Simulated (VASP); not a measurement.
# CdS (F-43m) in VASP: single point with PBEsol

Aim: the single point of CdS with PBEsol.

Program: VASP 6.6.1. These are calculated values, not measurements. Logs are shortened: lines on timing, memory, paths and dates and some standing lists are left out, and cuts for length are marked.

## Step 1: The cell of the first run

Symmetry: F-43m, No. 216, cubic system. The conventional cell has a = 5.825 Å, b = 5.825 Å, c = 5.825 Å, α = 90.00°, β = 90.00°, γ = 90.00°. Within 3.3 Å of Cd (site symmetry -43m) lie 4 S at 2.52 Å. S (site symmetry -43m) has 4 Cd at 2.52 Å within 3.3 Å.

## Step 2: Single point, PBEsol

Contents of INCAR:

```
SYSTEM = CdS
  ALGO = Normal
  EDIFF = 1E-7
  ENCUT = 520
  GGA = PS
  ISIF = 2
  ISMEAR = 0
  LASPH = .TRUE.
  LCHARG = .FALSE.
  LREAL = .FALSE.
  LWAVE = .FALSE.
  NBANDS = 16
  NELM = 100
  PREC = Accurate
  SIGMA = 0.02
```

Contents of KPOINTS:

```
k-points
0
G
  8 8 8
  0 0 0
```

Contents of POSCAR:

```
CdS
1.0
    0.0000000000      2.9122812306      2.9122812306
    2.9122812306      0.0000000000      2.9122812306
    2.9122812306      2.9122812306      0.0000000000
Cd S
1 1
Direct
    0.0000000000      0.0000000000      0.0000000000
    0.2500000000      0.2500000000      0.2500000000
```

Potentials or basis: VASP PAW PBE potentials, release 64 (Cd, S).

The run is started by

```console
cat potpaw_PBE.64/Cd/POTCAR potpaw_PBE.64/S/POTCAR > POTCAR
mpirun -np 1 vasp_std > vasp.out
```

OUTCAR:

```text
SYSTEM = CdS
   EDIFF = 1E-7
   ENCUT = 520
   GGA = PS
   ISIF = 2
   ISMEAR = 0
   LASPH = .TRUE.
   LREAL = .FALSE.
   NELM = 100
   PREC = Accurate

 ion  position               nearest neighbor table
   1  0.000  0.000  0.000-   2 2.52   2 2.52   2 2.52   2 2.52
   2  0.250  0.250  0.250-   1 2.52   1 2.52   1 2.52   1 2.52

  LATTYP: Found a face centered cubic cell.
 ALAT       =     5.8245624612

  Lattice vectors:

 A1 = (   0.0000000000,   2.9122812306,   2.9122812306)
 A2 = (   2.9122812306,   0.0000000000,   2.9122812306)
 A3 = (   2.9122812306,   2.9122812306,   0.0000000000)

Analysis of symmetry for initial positions (statically):
=====================================================================
 Subroutine PRICEL returns:
 Original cell was already a primitive cell.

 Routine SETGRP: Setting up the symmetry group for a
 face centered cubic supercell.

 Subroutine GETGRP returns: Found 24 space group operations
 (whereof 24 operations were pure point group operations)
 out of a pool of 48 trial point group operations.

The static configuration has the point symmetry T_d .

Analysis of symmetry for dynamics (positions and initial velocities):
=====================================================================
 Subroutine PRICEL returns:
 Original cell was already a primitive cell.

 Routine SETGRP: Setting up the symmetry group for a
 face centered cubic supercell.

 Subroutine GETGRP returns: Found 24 space group operations
 (whereof 24 operations were pure point group operations)
 out of a pool of 48 trial point group operations.

The dynamic configuration has the point symmetry T_d .

 Subroutine INISYM returns: Found 24 space group operations
 (whereof 24 operations are pure point group operations),
 and found     1 'primitive' translations

----------------------------------------------------------------------------------------

                                     Primitive cell

  volume of cell :      49.4003

  direct lattice vectors                    reciprocal lattice vectors
     0.000000000  2.912281231  2.912281231    -0.171686716  0.171686716  0.171686716
     2.912281231  0.000000000  2.912281231     0.171686716 -0.171686716  0.171686716
     2.912281231  2.912281231  0.000000000     0.171686716  0.171686716 -0.171686716

  length of vectors
     4.118587614  4.118587614  4.118587614     0.297370115  0.297370115  0.297370115

  position of ions in fractional coordinates (direct lattice)
     0.000000000  0.000000000  0.000000000
     0.250000000  0.250000000  0.250000000

  ion indices of the primitive-cell ions
   primitive index   ion index
                 1           1
                 2           2

----------------------------------------------------------------------------------------

 KPOINTS: k-points

Automatic generation of k-mesh.
 Grid dimensions read from file:
 generate k-points for:    8    8    8

 Generating k-lattice:

  Cartesian coordinates                     Fractional coordinates (reciprocal lattice)
    -0.021460839  0.021460839  0.021460839     0.125000000  0.000000000  0.000000000
     0.021460839 -0.021460839  0.021460839     0.000000000  0.125000000  0.000000000
     0.021460839  0.021460839 -0.021460839     0.000000000  0.000000000  0.125000000

  Length of vectors
     0.037171264  0.037171264  0.037171264

  Shift w.r.t. Gamma in fractional coordinates (k-lattice)
     0.000000000  0.000000000  0.000000000

 Subroutine IBZKPT returns following result:
 ===========================================

 Found     29 irreducible k-points:

 Following reciprocal coordinates:
            Coordinates               Weight
  0.000000  0.000000  0.000000      1.000000
  0.125000  0.000000  0.000000      8.000000
  0.250000  0.000000  0.000000      8.000000
  0.375000  0.000000  0.000000      8.000000
  0.500000  0.000000  0.000000      4.000000
  0.125000  0.125000  0.000000      6.000000
[... 16 lines left out ...]
  0.500000  0.250000  0.125000     48.000000
 -0.375000  0.250000  0.125000     24.000000
 [... further k-points ...]
   k-points           NKPTS =     29   k-points in BZ     NKDIM =     29   number of bands    NBANDS=     16
   number of dos      NEDOS =    301   number of ions     NIONS =      2
   total plane-waves  NPLWV =  32768
   dimension x,y,z NGX =    32 NGY =   32 NGZ =   32
   dimension x,y,z NGXF=    64 NGYF=   64 NGZF=   64
   ions per type =               1   1
   NGX,Y,Z   is equivalent  to a cutoff of  12.92, 12.92, 12.92 a.u.
   NGXF,Y,Z  is equivalent  to a cutoff of  25.83, 25.83, 25.83 a.u.
 SYSTEM =  CdS
   PREC   = accura    normal or accurate (medium, high low for compatibility)
   ISTART =      0    job   : 0-new  1-cont  2-samecut
   ICHARG =      2    charge: 1-file 2-atom 10-const
   ISPIN  =      1    spin polarized calculation?
   LNONCOLLINEAR =      F non collinear calculations
   LSORBIT =      F    spin-orbit coupling
   LASPH  =      T    aspherical Exc in radial PAW
   ENCUT  =  520.0 eV  38.22 Ry    6.18 a.u.   7.66  7.66  7.66*2*pi/ulx,y,z
   NELM   =    100;   NELMIN=  2; NELMDL= -5     # of ELM steps
   EDIFF  = 0.1E-06   stopping-criterion for ELM
   LREAL  =      F    real-space projection
   EDIFFG = 0.1E-05   stopping-criterion for IOM
   NSW    =      0    number of steps for IOM
   IBRION =     -1    ionic relax: 0-MD 1-quasi-New 2-CG
   NFREE  =      0    steps in history (QN), initial steepest desc. (CG)
   ISIF   =      2    stress and relaxation
   ISYM   =      2    0-nonsym 1-usesym 2-fastsym
   POTIM  = 0.5000    time-step for ionic-motion
   TEBEG  =    0.0;   TEEND  =   0.0 temperature during run
   PSTRESS=    0.0 pullay stress
   NELECT =      18.0000    total number of electrons
   NUPDOWN=      -1.0000    fix difference up-down
   EMIN   =  10.00;   EMAX   =-10.00  energy-range for DOS
   EFERMI =   0.00;   METHOD = LEGACY
   ISMEAR =     0;   SIGMA  =   0.02  broadening in eV -4-tet -1-fermi 0-gaus
   EFERMI_NEDOS =   21; number of points for ismear=-14 and -15
   IALGO  =     38    algorithm
   IMIX   =      4    mixing-type and parameters
     AMIX     =   0.40;   BMIX     =  1.00
     AMIX_MAG =   1.60;   BMIX_MAG =  1.00
  volume/ion in A,a.u.               =      24.70       166.68
  Fermi-wavevector in a.u.,A,eV,Ry     =   1.169290  2.209638 18.602428  1.367240
  Thomas-Fermi vector in A             =   2.305765
   LORBIT       =      0    0 simple, 1 ext, 2 COOP (PROOUT), +10 PAW based schemes
   GGA     = PS    functional components
   LHFCALC =     F    Hartree Fock is set to
   AEXX    =    0.0000 exact exchange contribution
   IVDW    =     0    specifies the selected vdW correction
   LEPSILON=     F    determine dielectric tensor
   LRPA    =     F    only Hartree local field effects (RPA)
 non-spin polarized calculation
 Gauss-broadening in eV      SIGMA  =   0.02
  energy-cutoff  :      520.00
  volume of cell :       49.40
 maximum number of plane-waves:      1363
   NGX = 15   NGY = 15   NGZ = 15

 number of electron      18.0000004 magnetization

 Free energy of the ion-electron system (eV)
  ---------------------------------------------------
  ext. energy  EPLUGINS =         0.00000000
  ---------------------------------------------------
  free energy    TOTEN  =        -6.81313791 eV

  energy without entropy =       -6.81313791  energy(sigma->0) =       -6.81313791

 E-fermi :   1.4083     XC(G=0):  -9.3986

 val. band max:        1.2493044506   @ k =   0.0000   0.0000   0.0000
 cond. band min:       2.2665990426   @ k =   0.0000   0.0000   0.0000
 fundamental gap:      1.0172945920
 Fermi energy:         1.4083313761

 k-point     1 :       0.0000    0.0000    0.0000
  band No.  band energies     occupation
      1     -11.1624      2.00000
      2      -6.4961      2.00000
      3      -6.4961      2.00000
      4      -6.4961      2.00000
      5      -6.0018      2.00000
      6      -6.0018      2.00000
[... 8 lines left out ...]
     15      12.7020      0.00000
     16      12.7020      0.00000

 k-point     2 :       0.1250    0.0000    0.0000
  band No.  band energies     occupation
      1     -11.0980      2.00000
      2      -6.4730      2.00000
      3      -6.4730      2.00000
      4      -6.4435      2.00000
      5      -6.0030      2.00000
      6      -6.0030      2.00000
[... 8 lines left out ...]
     15      12.0637      0.00000
     16      13.0584      0.00000

 k-point     3 :       0.2500    0.0000    0.0000
  band No.  band energies     occupation
      1     -10.9413      2.00000
      2      -6.4230      2.00000
      3      -6.4230      2.00000
      4      -6.2514      2.00000
      5      -5.9977      2.00000
      6      -5.9977      2.00000
[... 8 lines left out ...]
     15      11.8170      0.00000
     16      12.3739      0.00000

 k-point     4 :       0.3750    0.0000    0.0000
  band No.  band energies     occupation
      1     -10.7843      2.00000
      2      -6.3845      2.00000
      3      -6.3845      2.00000
      4      -5.9772      2.00000
      5      -5.9772      2.00000
      6      -5.8884      2.00000
[... 8 lines left out ...]
     15      12.6881      0.00000
     16      12.6881      0.00000

 k-point     5 :       0.5000    0.0000    0.0000
  band No.  band energies     occupation
      1     -10.7197      2.00000
      2      -6.3728      2.00000
      3      -6.3728      2.00000
      4      -5.9633      2.00000
      5      -5.9633      2.00000
      6      -5.6171      2.00000
[... 8 lines left out ...]
     15      13.7647      0.00000
     16      13.7647      0.00000

 k-point     6 :       0.1250    0.1250    0.0000
  band No.  band energies     occupation
      1     -11.0767      2.00000
      2      -6.4548      2.00000
      3      -6.4509      2.00000
      4      -6.4509      2.00000
      5      -6.0188      2.00000
      6      -5.9887      2.00000
[... 8 lines left out ...]
     15      12.8039      0.00000
     16      13.7268      0.00000

 k-point     7 :       0.2500    0.1250    0.0000
  band No.  band energies     occupation
      1     -10.9511      2.00000
      2      -6.4209      2.00000
      3      -6.3972      2.00000
      4      -6.3152      2.00000
      5      -6.0222      2.00000
      6      -5.9760      2.00000
[... 8 lines left out ...]
     15      12.6615      0.00000
     16      13.7977      0.00000

 k-point     8 :       0.3750    0.1250    0.0000
  band No.  band energies     occupation
      1     -10.7948      2.00000
      2      -6.3809      2.00000
      3      -6.3523      2.00000
      4      -6.0873      2.00000
      5      -5.9610      2.00000
      6      -5.9212      2.00000
[... 8 lines left out ...]
     15      13.1915      0.00000
     16      13.2604      0.00000

 k-point     9 :       0.5000    0.1250    0.0000
  band No.  band energies     occupation
      1     -10.7005      2.00000
      2      -6.3610      2.00000
      3      -6.3379      2.00000
      4      -6.0071      2.00000
      5      -5.9598      2.00000
      6      -5.6074      2.00000
[... 8 lines left out ...]
     15      13.5376      0.00000
     16      13.7986      0.00000
[... 172 lines left out ...]
 k-point    19 :       0.5000    0.3750    0.0000
  band No.  band energies     occupation
      1     -10.6039      2.00000
      2      -6.2798      2.00000
      3      -6.1691      2.00000
      4      -6.1492      2.00000
      5      -5.9261      2.00000
      6      -5.5635      2.00000
[... 8 lines left out ...]
     15      13.9256      0.00000
     16      14.8789      0.00000

 k-point    20 :      -0.3750    0.3750    0.0000
  band No.  band energies     occupation
      1     -10.5960      2.00000
      2      -6.2964      2.00000
      3      -6.1955      2.00000
      4      -6.0966      2.00000
      5      -5.9561      2.00000
      6      -5.4139      2.00000
[... 8 lines left out ...]
     15      13.2162      0.00000
     16      15.4529      0.00000

 k-point    21 :       0.5000    0.5000    0.0000
  band No.  band energies     occupation
      1     -10.5831      2.00000
      2      -6.2837      2.00000
      3      -6.1374      2.00000
      4      -6.1374      2.00000
      5      -5.9118      2.00000
      6      -5.5537      2.00000
[... 8 lines left out ...]
     15      13.6011      0.00000
     16      14.7128      0.00000

 k-point    22 :       0.3750    0.2500    0.1250
  band No.  band energies     occupation
      1     -10.8262      2.00000
      2      -6.3705      2.00000
      3      -6.3432      2.00000
      4      -6.1820      2.00000
      5      -5.9968      2.00000
      6      -5.9414      2.00000
[... 8 lines left out ...]
     15      13.2137      0.00000
     16      14.9904      0.00000

 k-point    23 :       0.5000    0.2500    0.1250
  band No.  band energies     occupation
      1     -10.7028      2.00000
      2      -6.3339      2.00000
      3      -6.3066      2.00000
      4      -6.0732      2.00000
      5      -5.9678      2.00000
      6      -5.7117      2.00000
[... 8 lines left out ...]
     15      13.9884      0.00000
     16      14.3019      0.00000

 k-point    24 :      -0.3750    0.2500    0.1250
  band No.  band energies     occupation
      1     -10.6524      2.00000
      2      -6.3293      2.00000
      3      -6.2890      2.00000
      4      -6.0303      2.00000
      5      -5.9749      2.00000
      6      -5.4996      2.00000
[... 8 lines left out ...]
     15      13.4473      0.00000
     16      14.3831      0.00000

 [... further k-points ...]

------------------------ aborting loop because EDIFF is reached ----------------------------------------

  FORCE on cell =-STRESS in cart. coord.  units (eV):
  Direction    XX          YY          ZZ          XY          YZ          ZX
  --------------------------------------------------------------------------------------
  -------------------------------------------------------------------------------------
  Total        0.1211297      0.1211297      0.1211297      0.0000000     -0.0000000      0.0000000
  in kB        3.9285394      3.9285394      3.9285394      0.0000000     -0.0000000      0.0000000
  external PRESSURE =       3.9285394 kB  Pullay stress =       0.0000000 kB

 VOLUME and BASIS-vectors are now :
 -----------------------------------------------------------------------------
  energy-cutoff  :      520.00
  volume of cell :       49.40
      direct lattice vectors                 reciprocal lattice vectors
     0.000000000  2.912281231  2.912281231    -0.171686716  0.171686716  0.171686716
     2.912281231  0.000000000  2.912281231     0.171686716 -0.171686716  0.171686716
     2.912281231  2.912281231  0.000000000     0.171686716  0.171686716 -0.171686716

 POSITION                                       TOTAL-FORCE (eV/Angst)
 -----------------------------------------------------------------------------------
      0.00000      0.00000      0.00000        -0.000000     -0.000000      0.000000
      1.45614      1.45614      1.45614         0.000000      0.000000     -0.000000
 -----------------------------------------------------------------------------------
    total drift:                               -0.000000     -0.000000     -0.000000

  FREE ENERGIE OF THE ION-ELECTRON SYSTEM (eV)
  ---------------------------------------------------
  free  energy   TOTEN  =        -6.8131379113 eV

  energy  without entropy=       -6.8131379113  energy(sigma->0) =       -6.81313791
```

Run time: 26 s. Hardware: 1 thread of AMD EPYC 7R43 (Zen 3), shared host; peak memory 0.15 GiB.

Results:

```
Free energy            : -6.8131 eV
Pressure               : 0.4 GPa
Band gap on the k mesh : 1.02 eV, direct
```

Caveat: the PAW data sets were made with another functional, which shifts forces and pressure a little.
